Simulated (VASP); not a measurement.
## C: relaxation of cell and atoms with PBEsol

The system is C.

```
C
1.0
     1.22958   -2.12919    0.00000
     1.22958    2.12919    0.00000
     0.00000    0.00000    7.32321
C
4
Cartesian
  1.2296 1.7744 5.4924
  1.2296 -0.3548 1.8308
  1.2296 -1.7744 1.8308
  1.2296 0.3548 5.4924
```

| Quantity | Value |
| --- | --- |
| Program | VASP 6.6.1 |
| Task | relaxation of cell and atoms |
| Functional | PBEsol |
| Potentials or basis | VASP PAW PBE potentials, release 64 (C) |
| Cutoff | 600 eV |
| k mesh | 18 × 18 × 6 |
| Occupations | fermi-dirac, width 0.15 eV |
| Spin | no spin polarisation |
| Dipole correction | no |
| Further INCAR settings | ALGO = Normal; EDIFF = 1e-06; IBRION = 2; EDIFFG = -0.001; NSW = 80; ISIF = 3 |

- Relaxed volume: 9.38 Å³/atom
- Relaxed cell: a = 2.460 Å, b = 2.460 Å, c = 7.159 Å, α = 90.00°, β = 90.00°, γ = 119.99°
- Space group after relaxing (to 0.1 Å): Fmmm (No. 69)
- Energy gained by relaxing: 0.2 meV/atom
- Ionic steps: 71
- Pressure after relaxing: 0.0 GPa
- Band gap on the k mesh: zero (filled and empty bands touch)

The path:
| step | energy change (eV) | largest force (eV/Å) | pressure (GPa) | volume (Å³) |
| --- | --- | --- | --- | --- |
| 1 | 0.0000 | 0.0020 | 0.27 | 38.34 |
| 3 | -0.0001 | 0.0013 | -0.10 | 38.37 |
| 5 | -0.0002 | 0.0189 | -0.18 | 38.29 |
| 7 | -0.0003 | 0.0475 | -0.38 | 38.17 |
| 9 | -0.0003 | 0.0395 | -0.34 | 38.13 |
| 11 | -0.0005 | 0.0077 | -0.27 | 38.01 |
| 13 | -0.0005 | 0.1206 | 0.06 | 37.51 |
| 15 | -0.0006 | 0.0467 | -0.02 | 37.70 |
| 17 | -0.0007 | 0.0368 | 0.05 | 37.62 |
| 19 | -0.0007 | 0.0077 | 0.07 | 37.52 |
| 21 | -0.0007 | 0.0185 | -0.05 | 37.54 |
| 23 | -0.0007 | 0.0031 | 0.02 | 37.53 |
| 25 | -0.0007 | 0.0015 | 0.03 | 37.53 |
| 27 | -0.0007 | 0.0027 | -0.02 | 37.53 |
| 29 | -0.0007 | 0.0012 | -0.07 | 37.53 |
| 31 | -0.0007 | 0.0019 | -0.06 | 37.53 |
| 33 | -0.0007 | 0.0009 | -0.05 | 37.53 |
| 35 | -0.0007 | 0.0002 | 0.00 | 37.53 |
| 37 | -0.0007 | 0.0002 | -0.01 | 37.53 |
| 39 | -0.0007 | 0.0001 | -0.01 | 37.53 |
| 41 | -0.0007 | 0.0003 | -0.03 | 37.52 |
| 43 | -0.0007 | 0.0011 | -0.02 | 37.52 |
| 45 | -0.0007 | 0.0011 | -0.01 | 37.52 |
| 47 | -0.0007 | 0.0003 | -0.01 | 37.52 |
| 49 | -0.0007 | 0.0046 | 0.00 | 37.52 |
| 51 | -0.0007 | 0.0022 | 0.00 | 37.52 |
| 53 | -0.0007 | 0.0008 | -0.01 | 37.52 |
| 55 | -0.0007 | 0.0010 | -0.01 | 37.52 |
| 57 | -0.0007 | 0.0030 | -0.01 | 37.51 |
| 59 | -0.0007 | 0.0021 | 0.00 | 37.52 |
| 61 | -0.0007 | 0.0017 | -0.01 | 37.52 |
| 63 | -0.0007 | 0.0046 | -0.02 | 37.51 |
| 65 | -0.0007 | 0.0063 | 0.00 | 37.51 |
| 67 | -0.0007 | 0.0047 | 0.00 | 37.51 |
| 69 | -0.0007 | 0.0012 | 0.00 | 37.51 |
| 71 | -0.0007 | 0.0002 | 0.00 | 37.51 |

Final structure:
```cif
data_structure
_symmetry_space_group_name_H-M 'P 1'
_symmetry_Int_Tables_number 1
_cell_length_a 2.4597
_cell_length_b 2.4597
_cell_length_c 7.1587
_cell_angle_alpha 90.000
_cell_angle_beta 90.000
_cell_angle_gamma 119.986
_cell_volume 37.51
loop_
_atom_site_label
_atom_site_type_symbol
_atom_site_fract_x
_atom_site_fract_y
_atom_site_fract_z
_atom_site_occupancy
C1 C 0.08332 0.91668 0.75000 1
C2 C 0.58332 0.41668 0.25000 1
C3 C 0.91668 0.08332 0.25000 1
C4 C 0.41668 0.58332 0.75000 1
```

Levels at points of the mesh, in eV from the Fermi level:
| k point | band 4 | band 5 | band 6 | band 7 | band 8 | band 9 | band 10 | band 11 | band 12 |
| --- | --- | --- | --- | --- | --- | --- | --- | --- | --- |
| (0.00, 0.00, 0.00) | -6.94 | -3.00 | -2.99 | -2.98 | -2.98 | 3.58 | 8.32 | 8.34 | 8.36 |
| (0.50, 0.00, 0.00) | -13.27 | -6.41 | -6.41 | -2.43 | -2.43 | 1.75 | 1.75 | 7.43 | 7.43 |
| (0.50, 0.50, 0.00) | -13.22 | -6.43 | -6.40 | -2.85 | -1.85 | 1.08 | 2.27 | 7.30 | 7.55 |
| (0.00, 0.00, 0.50) | -7.72 | -2.99 | -2.99 | -2.99 | -2.99 | 5.77 | 5.77 | 8.35 | 8.35 |
| (0.50, 0.00, 0.50) | -13.27 | -6.41 | -6.41 | -2.38 | -2.38 | 1.62 | 1.62 | 7.43 | 7.43 |
| (0.50, 0.50, 0.50) | -13.27 | -6.41 | -6.41 | -2.38 | -2.38 | 1.63 | 1.63 | 7.42 | 7.42 |

It took 61 min on 1 thread of Intel Xeon 8259CL, on a shared host, peak memory 0.32 GiB.

Caveat: this functional lacks dispersion, which binds layers or chains, so the pressure and a relaxed spacing across them are unreliable; the PAW data sets were made with another functional, which shifts forces and pressure a little.
